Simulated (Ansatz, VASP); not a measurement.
**PbSe: VASP beside Ansatz**

```xyz
2
Lattice="0.0000 3.1612 3.1612 3.1612 0.0000 3.1612 3.1612 3.1612 0.0000" Properties=species:S:1:pos:R:3 pbc="T T T"
Pb    0.0000    0.0000    0.0000
Se    3.1612    3.1612    3.1612
```

Alike in both runs: task single point; functional PBEsol; k mesh 10 × 10 × 10; occupations gaussian, width 0.05 eV; no spin polarisation.

```csv
,VASP,Ansatz
version,VASP 6.6.1,Ansatz 0.2.0
potentials or method,"VASP PAW PBE potentials, release 64 (Pb_d, Se), cutoff 520 eV","scalar-relativistic, plane waves, PAW"
valence electrons in the cell,20,30
```

```csv
,VASP,Ansatz,Ansatz less VASP
gap on the k mesh at the Fermi level (eV),0.49,0.48,-0.003
least direct gap on the mesh (eV),0.49,0.48,-0.003
pressure (GPa),-4.5,-4.5,+0.01
```

VASP's potentials were made for PBE, not for PBEsol. With one functional, cell and mesh, what is left measures potentials, basis and numerics. VASP's potentials hold 20 valence electrons a cell and Ansatz's 30, so a difference there can come from the potentials and not from the codes.

Spin-orbit coupling is off throughout.
